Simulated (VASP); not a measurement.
# LiAl4O (P3m1) in VASP: further runs, part 2 of 2

VASP 6.6.1.

## (3) Single point, PBE

This run uses another cell than the first one.

The input, INCAR:

```
ALGO     = Normal         # electronic algorithm
EDIFF    = 1E-6           # SCF threshold, eV
ENCUT    = 520            # plane-wave cutoff, eV
GGA      = PE             # functional
ISIF     = 2              # what is computed and relaxed
ISMEAR   = 0              # smearing method
LASPH    = True           # aspherical terms in the spheres
LCHARG   = False          # write CHGCAR
LREAL    = False          # projectors in reciprocal space
LWAVE    = False          # write WAVECAR
NBANDS   = 20             # bands
NELM     = 60             # most SCF steps
PREC     = Accurate       # precision mode
SIGMA    = 0.1            # smearing width, eV
```

The input, KPOINTS:

```
k-points
0
Gamma
  6 6 1
```

The input, POSCAR:

```
LiAl4O
1.0
    2.6488649800      0.0000000000      0.0000000000
   -1.3244324900      2.2939843600      0.0000000000
    0.0000000000      0.0000000000     18.1674323100
Li Al O
1 4 1
Direct
    0.0000000000      0.0000000000      0.4512646800
    0.6666666700      0.3333333300      0.5238521700
    0.0000000000      0.0000000000      0.0776229500
    0.0000000000      0.0000000000      0.2236593100
    0.6666666700      0.3333333300      0.3785826000
    0.6666666700      0.3333333300      0.1506222900
```

Potentials or basis: VASP PAW PBE potentials, release 64 (Li_sv, Al, O).

Command:

```sh
$ cat potpaw_PBE.64/Li_sv/POTCAR potpaw_PBE.64/Al/POTCAR potpaw_PBE.64/O/POTCAR > POTCAR
$ mpirun -np 1 vasp_std > vasp.out
```

OUTCAR:

```text
EDIFF = 1E-6
   ENCUT = 520
   GGA = PE
   ISIF = 2
   ISMEAR = 0
   LASPH = True
   LREAL = False
   NELM = 60
   PREC = Accurate

 ion  position               nearest neighbor table
   1  0.000  0.000  0.451-   2 2.02   2 2.02   2 2.02   5 2.02   5 2.02   5 2.02
   2  0.667  0.333  0.524-   1 2.02   1 2.02   1 2.02   5 2.64
   3  0.000  0.000  0.078-   6 2.02   6 2.02   6 2.02   4 2.65
   4  0.000  0.000  0.224-   6 2.02   6 2.02   6 2.02   3 2.65   5 3.20   5 3.20   5 3.20
   5  0.667  0.333  0.379-   1 2.02   1 2.02   1 2.02   2 2.64   4 3.20   4 3.20   4 3.20
   6  0.667  0.333  0.151-   3 2.02   3 2.02   3 2.02   4 2.02   4 2.02   4 2.02

  LATTYP: Found a hexagonal cell.
 ALAT       =     2.6488649800
 C/A-ratio  =     6.8585724252

  Lattice vectors:

 A1 = (   2.6488649800,   0.0000000000,   0.0000000000)
 A2 = (  -1.3244324900,   2.2939843600,   0.0000000000)
 A3 = (   0.0000000000,   0.0000000000,  18.1674323100)

Analysis of symmetry for initial positions (statically):
=====================================================================
 Subroutine PRICEL returns:
 Original cell was already a primitive cell.

 Routine SETGRP: Setting up the symmetry group for a
 hexagonal supercell.

 Subroutine GETGRP returns: Found  6 space group operations
 (whereof  6 operations were pure point group operations)
 out of a pool of 24 trial point group operations.

The static configuration has the point symmetry C_3v.

Analysis of symmetry for dynamics (positions and initial velocities):
=====================================================================
 Subroutine PRICEL returns:
 Original cell was already a primitive cell.

 Routine SETGRP: Setting up the symmetry group for a
 hexagonal supercell.

 Subroutine GETGRP returns: Found  6 space group operations
 (whereof  6 operations were pure point group operations)
 out of a pool of 24 trial point group operations.

The dynamic configuration has the point symmetry C_3v.

 Subroutine INISYM returns: Found  6 space group operations
 (whereof  6 operations are pure point group operations),
 and found     1 'primitive' translations

----------------------------------------------------------------------------------------

                                     Primitive cell

  volume of cell :     110.3936

  direct lattice vectors                    reciprocal lattice vectors
     2.648864980  0.000000000  0.000000000     0.377520186  0.217961381  0.000000000
    -1.324432490  2.293984360  0.000000000     0.000000000  0.435922763  0.000000000
     0.000000000  0.000000000 18.167432310     0.000000000  0.000000000  0.055043552

  length of vectors
     2.648864980  2.648864977 18.167432310     0.435922762  0.435922763  0.055043552

  position of ions in fractional coordinates (direct lattice)
     0.000000000  0.000000000  0.451264680
     0.666666670  0.333333330  0.523852170
     0.000000000  0.000000000  0.077622950
     0.000000000  0.000000000  0.223659310
     0.666666670  0.333333330  0.378582600
     0.666666670  0.333333330  0.150622290

  ion indices of the primitive-cell ions
   primitive index   ion index
                 1           1
                 2           2
[... 28 lines left out ...]

 Found      7 irreducible k-points:

 Following reciprocal coordinates:
            Coordinates               Weight
  0.000000  0.000000  0.000000      1.000000
  0.166667  0.000000  0.000000      6.000000
  0.333333 -0.000000  0.000000      6.000000
  0.500000 -0.000000  0.000000      3.000000
  0.166667  0.166667  0.000000      6.000000
  0.333333  0.166667  0.000000     12.000000
  0.333333  0.333333  0.000000      2.000000
   k-points           NKPTS =      7   k-points in BZ     NKDIM =      7   number of bands    NBANDS=     20
   number of dos      NEDOS =    301   number of ions     NIONS =      6
   total plane-waves  NPLWV =  56000
   dimension x,y,z NGX =    20 NGY =   20 NGZ =  140
   dimension x,y,z NGXF=    40 NGYF=   40 NGZF=  280
   ions per type =               1   4   1
   NGX,Y,Z   is equivalent  to a cutoff of  12.55, 12.55, 12.81 a.u.
   NGXF,Y,Z  is equivalent  to a cutoff of  25.10, 25.10, 25.62 a.u.
 SYSTEM =  unknown system
   PREC   = accura    normal or accurate (medium, high low for compatibility)
   ISTART =      0    job   : 0-new  1-cont  2-samecut
   ICHARG =      2    charge: 1-file 2-atom 10-const
   ISPIN  =      1    spin polarized calculation?
   LNONCOLLINEAR =      F non collinear calculations
   LSORBIT =      F    spin-orbit coupling
   LASPH  =      T    aspherical Exc in radial PAW
   ENCUT  =  520.0 eV  38.22 Ry    6.18 a.u.   4.93  4.93 33.78*2*pi/ulx,y,z
   NELM   =     60;   NELMIN=  2; NELMDL= -5     # of ELM steps
   EDIFF  = 0.1E-05   stopping-criterion for ELM
   LREAL  =      F    real-space projection
   EDIFFG = 0.1E-04   stopping-criterion for IOM
   NSW    =      0    number of steps for IOM
   IBRION =     -1    ionic relax: 0-MD 1-quasi-New 2-CG
   NFREE  =      0    steps in history (QN), initial steepest desc. (CG)
   ISIF   =      2    stress and relaxation
   ISYM   =      2    0-nonsym 1-usesym 2-fastsym
   POTIM  = 0.5000    time-step for ionic-motion
   TEBEG  =    0.0;   TEEND  =   0.0 temperature during run
   PSTRESS=    0.0 pullay stress
   NELECT =      21.0000    total number of electrons
   NUPDOWN=      -1.0000    fix difference up-down
   EMIN   =  10.00;   EMAX   =-10.00  energy-range for DOS
   EFERMI =   0.00;   METHOD = LEGACY
   ISMEAR =     0;   SIGMA  =   0.10  broadening in eV -4-tet -1-fermi 0-gaus
   EFERMI_NEDOS =   21; number of points for ismear=-14 and -15
   IALGO  =     38    algorithm
   IMIX   =      4    mixing-type and parameters
     AMIX     =   0.40;   BMIX     =  1.00
     AMIX_MAG =   1.60;   BMIX_MAG =  1.00
  volume/ion in A,a.u.               =      18.40       124.16
  Fermi-wavevector in a.u.,A,eV,Ry     =   0.941528  1.779230 12.061229  0.886475
  Thomas-Fermi vector in A             =   2.069048
   LORBIT       =      0    0 simple, 1 ext, 2 COOP (PROOUT), +10 PAW based schemes
   GGA     = PE    functional components
   LHFCALC =     F    Hartree Fock is set to
   AEXX    =    0.0000 exact exchange contribution
   IVDW    =     0    specifies the selected vdW correction
   LEPSILON=     F    determine dielectric tensor
   LRPA    =     F    only Hartree local field effects (RPA)
 non-spin polarized calculation
 Gauss-broadening in eV      SIGMA  =   0.10
  energy-cutoff  :      520.00
  volume of cell :      110.39
 maximum number of plane-waves:      3027
 NGX is ok and might be reduce to    20
   NGX =  9   NGY =  9   NGZ = 67

 number of electron      21.0000008 magnetization

 Free energy of the ion-electron system (eV)
  ---------------------------------------------------
  ext. energy  EPLUGINS =         0.00000000
  ---------------------------------------------------
  free energy    TOTEN  =       -19.50993145 eV

  energy without entropy =      -19.48702069  energy(sigma->0) =      -19.49847607

 E-fermi :   4.6681     XC(G=0):  -7.4184

 val. band max:        4.6335847693   @ k =   0.3333   0.1667   0.0000
 cond. band min:       5.0116584272   @ k =   0.3333   0.1667   0.0000
 fundamental gap:      0.3780736580
 Fermi energy:         4.6681384544

 k-point     1 :       0.0000    0.0000    0.0000
  band No.  band energies     occupation
      1     -42.4555      2.00000
      2     -19.5457      2.00000
      3      -7.6113      2.00000
      4      -5.9247      2.00000
      5      -4.9220      2.00000
      6      -2.6803      2.00000
[... 150 lines left out ...]
     19       9.7685      0.00000
     20      11.8164      0.00000

------------------------ aborting loop because EDIFF is reached ----------------------------------------

  FORCE on cell =-STRESS in cart. coord.  units (eV):
  Direction    XX          YY          ZZ          XY          YZ          ZX
  --------------------------------------------------------------------------------------
  -------------------------------------------------------------------------------------
  Total       15.1091574     15.1091573     21.0174907      0.0000000      0.0000000      0.0000000
  in kB      219.2840287    219.2840280    305.0335579      0.0000000      0.0000000      0.0000000
  external PRESSURE =     247.8672049 kB  Pullay stress =       0.0000000 kB

 VOLUME and BASIS-vectors are now :
 -----------------------------------------------------------------------------
  energy-cutoff  :      520.00
  volume of cell :      110.39
      direct lattice vectors                 reciprocal lattice vectors
     2.648864980  0.000000000  0.000000000     0.377520186  0.217961381  0.000000000
    -1.324432490  2.293984360  0.000000000     0.000000000  0.435922763  0.000000000
     0.000000000  0.000000000 18.167432310     0.000000000  0.000000000  0.055043552

 POSITION                                       TOTAL-FORCE (eV/Angst)
 -----------------------------------------------------------------------------------
      0.00000      0.00000      8.19832        -0.000000     -0.000000     -0.352968
      1.32443      0.76466      9.51705        -0.000000     -0.000000      5.860119
      0.00000      0.00000      1.41021        -0.000000     -0.000000     -2.745661
      0.00000      0.00000      4.06332        -0.000000     -0.000000      3.184984
      1.32443      0.76466      6.87787        -0.000000      0.000000     -5.936664
      1.32443      0.76466      2.73642         0.000000     -0.000000     -0.009810
 -----------------------------------------------------------------------------------
    total drift:                               -0.000014      0.000009     -0.000677

  FREE ENERGIE OF THE ION-ELECTRON SYSTEM (eV)
  ---------------------------------------------------
  free  energy   TOTEN  =       -19.5099314467 eV

  energy  without entropy=      -19.4870206893  energy(sigma->0) =      -19.49847607
```

It took 17 s on 1 thread of Intel Xeon 6975P-C (Granite Rapids), shared host; peak memory 0.22 GiB.

Results:

```
Free energy            : -19.5099 eV
Largest force          : 5.937 eV/Å
Band gap on the k mesh : zero (an odd number of electrons rules out a gap without spin polarisation)
```

Forces on the atoms (eV/Å):
```
Li   0.000  0.000 -0.353
Al   0.000  0.000  5.860
Al   0.000  0.000 -2.746
Al   0.000  0.000  3.185
Al   0.000  0.000 -5.937
O    0.000  0.000 -0.010
```

Levels at points of the mesh, in eV from the Fermi level:
```
           k point  band 8  band 9  band 10  band 11  band 12  band 13  band 14  band 15
(0.00, 0.00, 0.00)   -5.83   -5.00    -2.86    -0.23     1.71     3.31     3.46     5.48
(0.50, 0.00, 0.00)   -3.69   -2.56    -2.10    -1.17    -0.04     0.39     2.27     3.54
```

Caveat: the k points lie up to 0.46 Å⁻¹ apart, too coarse for converged energies and pressures of a metal; the cutoff is under 1.25 times the usual one of these potentials, so pressure, stress and relaxed cells hold a basis-set (Pulay) error; an odd number of electrons without spin polarisation forces a metal; a magnetic or distorted state may lie lower.

## (4) Single point, PBE

The input, INCAR:

```
PREC = Accurate
ENCUT = 520
EDIFF = 1E-6
ISMEAR = 0
SIGMA = 0.1
LREAL = F
LASPH = T
NELM = 60
ALGO = Normal
ISIF = 2
LWAVE = F
LCHARG = T
GGA = PE
LELF = T
LVHAR = T
NBANDS = 20
```

The input, KPOINTS:

```
Automatic mesh
0
Gamma
  6 6 2
```

The input, POSCAR:

```
LiAl4O
1.0
    2.8678672701      0.0000000000      0.0000000000
   -1.4339336351      2.4836459106      0.0000000000
    0.0000000000      0.0000000000     13.4375255874
Li Al O
1 4 1
Direct
    0.0000000000      0.0000000000      0.5302152417
    0.6666666667      0.3333333333      0.7053798544
    0.0000000000      0.0000000000      0.8822786035
    0.0000000000      0.0000000000      0.1902638389
    0.6666666667      0.3333333333      0.3648437486
    0.6666666667      0.3333333333      0.1326227130
```

Command:

```sh
$ cat potpaw_PBE.64/Li_sv/POTCAR potpaw_PBE.64/Al/POTCAR potpaw_PBE.64/O/POTCAR > POTCAR
$ mpirun -np 1 vasp_std > vasp.out
```

Run time: 19 s. Hardware: 1 thread of Intel Xeon 6975P-C (Granite Rapids), shared host; peak memory 0.23 GiB.

The run converged. Its results:

| Item | Value |
| --- | --- |
| Free energy | -26.0122 eV |
| Largest force | 0.042 eV/Å |
| Band gap on the k mesh | zero (an odd number of electrons rules out a gap without spin polarisation) |

Forces in eV/Å, atoms in the order of the input:
```
Li   0.000  0.000  0.008
Al   0.000  0.000 -0.015
Al   0.000  0.000 -0.025
Al   0.000  0.000  0.034
Al   0.000  0.000 -0.042
O    0.000  0.000  0.039
```

Levels at points of the mesh, in eV from the Fermi level:
```csv
k point,band 7,band 8,band 9,band 10,band 11,band 12,band 13,band 14
"(0.00, 0.00, 0.00)",-4.52,-4.52,-3.32,-3.29,1.14,1.76,5.50,6.41
"(0.50, 0.00, 0.00)",-4.29,-3.37,-2.62,-1.77,-1.41,0.45,1.04,1.99
"(0.00, 0.00, 0.50)",-4.52,-4.52,-3.93,-2.56,0.35,2.84,4.43,7.45
"(0.50, 0.00, 0.50)",-4.29,-3.36,-2.69,-1.69,-1.37,0.29,1.04,2.21
```

Caveat: the k points lie up to 0.42 Å⁻¹ apart, too coarse for converged energies and pressures of a metal; the cutoff is under 1.25 times the usual one of these potentials, so pressure, stress and relaxed cells hold a basis-set (Pulay) error; an odd number of electrons without spin polarisation forces a metal; a magnetic or distorted state may lie lower.

## (5) Summary

```tsv
cell	k mesh	gap on the mesh (eV)	largest force (eV/Å)
a = 2.868, b = 2.868, c = 13.438 Å, angles 90.0, 90.0, 120.0°, 6 atoms, atomic positions A	6 × 6 × 1	none	0.01
a = 2.649, b = 2.649, c = 18.167 Å, angles 90.0, 90.0, 120.0°, 6 atoms, atomic positions B	6 × 6 × 1	none	5.94
a = 2.868, b = 2.868, c = 13.438 Å, angles 90.0, 90.0, 120.0°, 6 atoms, atomic positions A	6 × 6 × 2	none	0.04
```

Alike in all rows: task single point; level PBE; potentials or basis VASP PAW PBE potentials, release 64 (Li_sv, Al, O); no spin polarisation; cutoff (eV) 520; smearing gaussian 0.1 eV.

Caveats: all runs use coarse meshes; the cutoff is under 1.25 times the usual one of these potentials, so pressure, stress and relaxed cells hold a basis-set (Pulay) error; an odd number of electrons without spin polarisation forces a metal; a magnetic or distorted state may lie lower.

Total energies depend on the potentials used, so only differences within one code and one set of settings carry meaning.
